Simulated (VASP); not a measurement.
Wanted: the native input for a VASP 6.6.1 run.

| Property | Result |
| --- | --- |
| Task | single point |
| Functional | PBEsol |
| Potentials or basis | VASP PAW PBE potentials, release 64 (W_sv, C) |
| Cutoff | 520 eV |
| k mesh | 24 × 24 × 22 |
| Occupations | gaussian, width 0.15 eV |
| Spin | no spin polarisation |
| Dipole correction | no |
| Further INCAR settings | ALGO = Normal; EDIFF = 1e-06; NBANDS = 16 |

The structure of WC lies in POSCAR:

```
WC
1.0
    3.1302867604      0.0000000000      0.0000000000
   -1.5651433802      2.7109078556      0.0000000000
    0.0000000000      0.0000000000      3.0538208559
W C
1 1
Direct
    0.0000000000      0.0000000000      0.0000000000
    0.6666666667      0.3333333333      0.5000000000
```

This cell differs from its parent crystal: strain +0.080 along x and y, +0.080 along z.

These files were run (other wordings do the same):

INCAR

```
SYSTEM = WC
PREC = Accurate
ENCUT = 520
EDIFF = 1E-6
ISMEAR = 0
SIGMA = 0.15
LREAL = .FALSE.
LASPH = .TRUE.
NELM = 80
ALGO = Normal
ISIF = 2
LWAVE = .FALSE.
LCHARG = .FALSE.
GGA = PS
NBANDS = 16
```

KPOINTS

```
Automatic mesh
0
G
  24 24 22
  0 0 0
```

Potentials or basis: VASP PAW PBE potentials, release 64 (W_sv, C).

Command:

```sh
$ cat potpaw_PBE.64/W_sv/POTCAR potpaw_PBE.64/C/POTCAR > POTCAR
$ mpirun -np 1 vasp_std > vasp.out
```

It gave:

- Pressure: -57.0 GPa
- Band gap on the k mesh: zero (bands 9 and 10 overlap by 0.98 eV)

Caveat: the cell differs from its parent crystal (strain +0.080 along x and y, +0.080 along z); the stress differs along the axes, from -64 to -54 GPa; the PAW data sets were made with another functional, which shifts forces and pressure a little; spin-orbit coupling is left out, which moves the levels of the heavy elements.

It took 2.3 min on 1 thread of Intel(R) Xeon(R) Platinum 8375C CPU @ 2.90GHz (Ice Lake), on a shared host, peak memory 0.38 GiB.
